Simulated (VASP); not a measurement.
# ScAl3 (Pm-3m) in VASP: notebook

Runs on ScAl3. Level: PBE. Tasks: single point.

All numbers are computed with VASP 6.6.1; they aren't measurements. Logs are shortened: lines on timing, memory, paths and dates and some standing lists are left out, and cuts for length are marked.

## 1. The cell of the first run

The structure is cubic, space group Pm-3m (No. 221). Conventional cell: a = 4.049 Å, b = 4.049 Å, c = 4.049 Å, α = 90.00°, β = 90.00°, γ = 90.00°. Sc (site symmetry m-3m) has 12 Al at 2.86 Å within 3.8 Å. Al (site symmetry 4/mmm) has 4 Sc at 2.86 Å and 8 Al at 2.86 Å within 3.8 Å.

## 2. Single point, PBE (volume scaled by 0.960)

INCAR

```
ALGO = Normal ; EDIFF = 1E-6
ENCUT = 500 ; GGA = PE
GGA_COMPAT = F ; ISIF = 2
ISMEAR = 0 ; LASPH = T
LCHARG = T ; LELF = T
LREAL = F ; LVHAR = T
LWAVE = F ; NBANDS = 18
NELM = 120 ; PREC = Accurate
SIGMA = 0.05
```

KPOINTS

```
k-points
0
Gamma
  10 10 10
```

POSCAR

```
ScAl3
1.0
    4.0492858155      0.0000000000      0.0000000000
    0.0000000000      4.0492858155      0.0000000000
    0.0000000000      0.0000000000      4.0492858155
Sc Al
1 3
Direct
    0.0000000000      0.0000000000      0.0000000000
    0.5000000000      0.0000000000      0.5000000000
    0.0000000000      0.5000000000      0.5000000000
    0.5000000000      0.5000000000      0.0000000000
```

Potentials or basis: VASP PAW PBE potentials, release 64 (Sc_sv, Al).

Run with:

```bash
cat potpaw_PBE.64/Sc_sv/POTCAR potpaw_PBE.64/Al/POTCAR > POTCAR
mpirun -np 1 vasp_std > vasp.out
```

OUTCAR:

```text
EDIFF = 1E-6
   ENCUT = 500
   GGA = PE
   ISIF = 2
   ISMEAR = 0
   LASPH = T
   LREAL = F
   NELM = 120
   PREC = Accurate

 ion  position               nearest neighbor table
   1  0.000  0.000  0.000-   2 2.86   3 2.86   4 2.86   2 2.86   3 2.86   3 2.86   4 2.86   3 2.86
                             2 2.86   4 2.86   2 2.86   4 2.86
   2  0.500  0.000  0.500-   1 2.86   3 2.86   4 2.86   1 2.86   4 2.86   3 2.86   4 2.86   4 2.86
                             1 2.86   3 2.86   1 2.86   3 2.86
   3  0.000  0.500  0.500-   1 2.86   2 2.86   4 2.86   1 2.86   4 2.86   1 2.86   2 2.86   1 2.86
                             2 2.86   4 2.86   4 2.86   2 2.86
   4  0.500  0.500  0.000-   1 2.86   2 2.86   3 2.86   2 2.86   3 2.86   1 2.86   2 2.86   2 2.86
                             1 2.86   3 2.86   3 2.86   1 2.86

  LATTYP: Found a simple cubic cell.
 ALAT       =     4.0492858155

  Lattice vectors:

 A1 = (   4.0492858155,   0.0000000000,   0.0000000000)
 A2 = (   0.0000000000,   4.0492858155,   0.0000000000)
 A3 = (   0.0000000000,   0.0000000000,   4.0492858155)

Analysis of symmetry for initial positions (statically):
=====================================================================
 Subroutine PRICEL returns:
 Original cell was already a primitive cell.

 Routine SETGRP: Setting up the symmetry group for a
 simple cubic supercell.

 Subroutine GETGRP returns: Found 48 space group operations
[... 9 lines left out ...]

 Routine SETGRP: Setting up the symmetry group for a
 simple cubic supercell.

 Subroutine GETGRP returns: Found 48 space group operations
[... 11 lines left out ...]
                                     Primitive cell

  volume of cell :      66.3950

  direct lattice vectors                    reciprocal lattice vectors
     4.049285816  0.000000000  0.000000000     0.246957129  0.000000000  0.000000000
     0.000000000  4.049285816  0.000000000     0.000000000  0.246957129  0.000000000
     0.000000000  0.000000000  4.049285816     0.000000000  0.000000000  0.246957129

  length of vectors
     4.049285816  4.049285816  4.049285816     0.246957129  0.246957129  0.246957129

  position of ions in fractional coordinates (direct lattice)
     0.000000000  0.000000000  0.000000000
     0.500000000  0.000000000  0.500000000
     0.000000000  0.500000000  0.500000000
     0.500000000  0.500000000  0.000000000

  ion indices of the primitive-cell ions
   primitive index   ion index
                 1           1
                 2           2
[... 67 lines left out ...]
   ICHARG =      2    charge: 1-file 2-atom 10-const
   ISPIN  =      1    spin polarized calculation?
   LNONCOLLINEAR =      F non collinear calculations
   LSORBIT =      F    spin-orbit coupling
   LASPH  =      T    aspherical Exc in radial PAW
   ENCUT  =  500.0 eV  36.75 Ry    6.06 a.u.   7.38  7.38  7.38*2*pi/ulx,y,z
   NELM   =    120;   NELMIN=  2; NELMDL= -5     # of ELM steps
   EDIFF  = 0.1E-05   stopping-criterion for ELM
   LREAL  =      F    real-space projection
   EDIFFG = 0.1E-04   stopping-criterion for IOM
   NSW    =      0    number of steps for IOM
   IBRION =     -1    ionic relax: 0-MD 1-quasi-New 2-CG
   NFREE  =      0    steps in history (QN), initial steepest desc. (CG)
   ISIF   =      2    stress and relaxation
   ISYM   =      2    0-nonsym 1-usesym 2-fastsym
   POTIM  = 0.5000    time-step for ionic-motion
   TEBEG  =    0.0;   TEEND  =   0.0 temperature during run
   PSTRESS=    0.0 pullay stress
   NELECT =      20.0000    total number of electrons
   NUPDOWN=      -1.0000    fix difference up-down
   EMIN   =  10.00;   EMAX   =-10.00  energy-range for DOS
   EFERMI =   0.00;   METHOD = LEGACY
   ISMEAR =     0;   SIGMA  =   0.05  broadening in eV -4-tet -1-fermi 0-gaus
   EFERMI_NEDOS =   21; number of points for ismear=-14 and -15
   IALGO  =     38    algorithm
   IMIX   =      4    mixing-type and parameters
     AMIX     =   0.40;   BMIX     =  1.00
     AMIX_MAG =   1.60;   BMIX_MAG =  1.00
  volume/ion in A,a.u.               =      16.60       112.01
  Fermi-wavevector in a.u.,A,eV,Ry     =   1.097420  2.073824 16.385928  1.204332
  Thomas-Fermi vector in A             =   2.233780
   LORBIT       =      0    0 simple, 1 ext, 2 COOP (PROOUT), +10 PAW based schemes
   GGA     = PE    functional components
   LHFCALC =     F    Hartree Fock is set to
   AEXX    =    0.0000 exact exchange contribution
   IVDW    =     0    specifies the selected vdW correction
   LEPSILON=     F    determine dielectric tensor
   LRPA    =     F    only Hartree local field effects (RPA)
 non-spin polarized calculation
 Gauss-broadening in eV      SIGMA  =   0.05
  energy-cutoff  :      500.00
  volume of cell :       66.39
 maximum number of plane-waves:      1743
 NGX is ok and might be reduce to    30
   NGX = 15   NGY = 15   NGZ = 15

 number of electron      20.0000001 magnetization

 Free energy of the ion-electron system (eV)
  ---------------------------------------------------
  ext. energy  EPLUGINS =         0.00000000
  ---------------------------------------------------
  free energy    TOTEN  =       -19.26480245 eV

  energy without entropy =      -19.26351668  energy(sigma->0) =      -19.26415957

 E-fermi :   7.5554     XC(G=0): -10.5271

 val. band max:        7.5533041322   @ k =   0.3000   0.0000   0.0000
 cond. band min:       7.5823327599   @ k =   0.5000   0.3000   0.2000
 fundamental gap:      0.0290286277
 Fermi energy:         7.5553766896

 k-point     1 :       0.0000    0.0000    0.0000
  band No.  band energies     occupation
      1     -41.3377      2.00000
      2     -20.0521      2.00000
      3     -20.0521      2.00000
      4     -20.0521      2.00000
      5      -2.6492      2.00000
      6       4.8783      2.00000
[... 481 lines left out ...]
      5      -1.6423      2.00000
      6       1.9282      2.00000
[... 10 lines left out ...]
     17      12.4859      0.00000
     18      13.2949      0.00000

 [... further k-points ...]
[... 5 lines left out ...]
  --------------------------------------------------------------------------------------
  -------------------------------------------------------------------------------------
  Total        1.6093382      1.6093382      1.6093382      0.0000000      0.0000000     -0.0000000
  in kB       38.8349359     38.8349359     38.8349359      0.0000000      0.0000000     -0.0000000
  external PRESSURE =      38.8349359 kB  Pullay stress =       0.0000000 kB

 VOLUME and BASIS-vectors are now :
 -----------------------------------------------------------------------------
  energy-cutoff  :      500.00
  volume of cell :       66.39
      direct lattice vectors                 reciprocal lattice vectors
     4.049285816  0.000000000  0.000000000     0.246957129  0.000000000  0.000000000
     0.000000000  4.049285816  0.000000000     0.000000000  0.246957129  0.000000000
     0.000000000  0.000000000  4.049285816     0.000000000  0.000000000  0.246957129

 POSITION                                       TOTAL-FORCE (eV/Angst)
 -----------------------------------------------------------------------------------
      0.00000      0.00000      0.00000         0.000000      0.000000      0.000000
      2.02464      0.00000      2.02464         0.000000      0.000000      0.000000
      0.00000      2.02464      2.02464         0.000000      0.000000      0.000000
      2.02464      2.02464      0.00000         0.000000      0.000000      0.000000
 -----------------------------------------------------------------------------------
    total drift:                                0.000000     -0.000000      0.000000

  FREE ENERGIE OF THE ION-ELECTRON SYSTEM (eV)
  ---------------------------------------------------
  free  energy   TOTEN  =       -19.2648024470 eV

  energy  without entropy=      -19.2635166840  energy(sigma->0) =      -19.26415957
```

Run time: 50 s. Hardware: 1 thread of Intel Xeon 6975P-C, shared host; peak memory 0.21 GiB.

What came out:

```
Free energy            : -19.2648 eV
Pressure               : 3.9 GPa
Band gap on the k mesh : zero (band 10 reaches 8.56 eV, above the bottom of band 11 at 4.55 eV)
```

(Part 1 of 2 ends here.)
